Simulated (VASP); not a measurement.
NaH2:

```
CELL_PARAMETERS angstrom
2.70413 0.00000 0.00000
-1.35206 2.34184 0.00000
0.00000 0.00000 5.42349
ATOMIC_POSITIONS crystal
Na 0.00000 0.00000 0.53604
H 0.33333 0.66667 0.89400
H 0.00000 0.00000 0.83675
```

The cell was built from a structure type or drawn by symmetry, and may not be a known phase.

```yaml
Program: VASP 6.6.1
Task: relaxation of cell and atoms
Functional: PBE
Potentials_or_basis: VASP PAW PBE potentials, release 64 (Na_pv, H)
Cutoff: 500 eV
k_mesh: 9 × 9 × 4
Occupations: gaussian, width 0.1 eV
Spin: no spin polarisation
```

At the start: pressure 9.2 GPa; volume 11.45 Å³/atom.

Task: How do energy, volume and symmetry change on relaxing?

Result: Over 35 steps the energy falls by 425.8 meV/atom and the volume is 12.45 Å³/atom (+8.7 %); space group P3m1 (No. 156, to 0.1 Å) before, P-6m2 (No. 187, to 0.1 Å).

The path:
| step | energy change (eV) | largest force (eV/Å) | pressure (GPa) | volume (Å³) |
| --- | --- | --- | --- | --- |
| 1 | 0.0000 | 3.1522 | 9.21 | 34.34 |
| 2 | -0.5471 | 0.8238 | 2.55 | 37.71 |
| 3 | -0.5958 | 0.4656 | 1.40 | 38.75 |
| 4 | -0.6123 | 0.1498 | -0.30 | 40.88 |
| 5 | -0.6165 | 0.1905 | 0.12 | 40.25 |
| 6 | -0.6166 | 0.2071 | 0.21 | 40.13 |
| 7 | -0.6406 | 0.1798 | -0.11 | 40.33 |
| 8 | -0.7033 | 0.1028 | -0.88 | 40.86 |
| 9 | -0.8101 | 0.3621 | -1.56 | 41.51 |
| 10 | -0.8914 | 2.1899 | 1.99 | 40.88 |
| 11 | -0.8908 | 1.3220 | 0.10 | 41.42 |
| 12 | -0.9062 | 1.8490 | 1.12 | 41.13 |
| 13 | -0.9135 | 1.8521 | 1.12 | 41.21 |
| 14 | -0.9335 | 1.8592 | 1.14 | 41.44 |
| 15 | -0.9654 | 1.8691 | 1.22 | 41.86 |
| 16 | -0.9793 | 1.8340 | 1.62 | 42.57 |
| 17 | -1.0160 | 1.6061 | 1.27 | 42.71 |
| 18 | -1.0961 | 0.9955 | 0.38 | 43.12 |
| 19 | -1.1449 | 0.2937 | -0.77 | 43.95 |
| 20 | -1.1458 | 0.2982 | -0.69 | 43.86 |
| 21 | -1.1503 | 0.2921 | -0.72 | 43.73 |
| 22 | -1.1627 | 0.2747 | -0.81 | 43.34 |
| 23 | -1.1824 | 0.2435 | -0.94 | 42.56 |
| 24 | -1.2019 | 0.1981 | -1.23 | 40.99 |
| 25 | -1.2162 | 0.1790 | -0.90 | 39.90 |
| 26 | -1.2423 | 0.2052 | 0.41 | 36.72 |
| 27 | -1.2439 | 0.2112 | 1.16 | 35.41 |
| 28 | -1.2540 | 0.1614 | 1.27 | 34.86 |
| 29 | -1.2609 | 0.0687 | 1.69 | 33.81 |
| 30 | -1.2708 | 0.0363 | 0.51 | 35.15 |
| 31 | -1.2713 | 0.0531 | 0.04 | 35.71 |
| 32 | -1.2750 | 0.0202 | -0.06 | 36.33 |
| 33 | -1.2767 | 0.1131 | -0.09 | 37.21 |
| 34 | -1.2751 | 0.1187 | 0.06 | 37.56 |
| 35 | -1.2775 | 0.0323 | -0.04 | 37.34 |

Final structure:
```
CELL_PARAMETERS angstrom
3.34875 0.00000 0.00000
-1.67438 2.90010 0.00000
0.00000 0.00000 3.84472
ATOMIC_POSITIONS crystal
Na 0.00000 0.00000 0.42156
H 0.33333 0.66667 0.92439
H 0.00000 0.00000 0.92084
```

Caveat: a cell axis changed by over 15 % at a fixed basis, so the end point is rough.
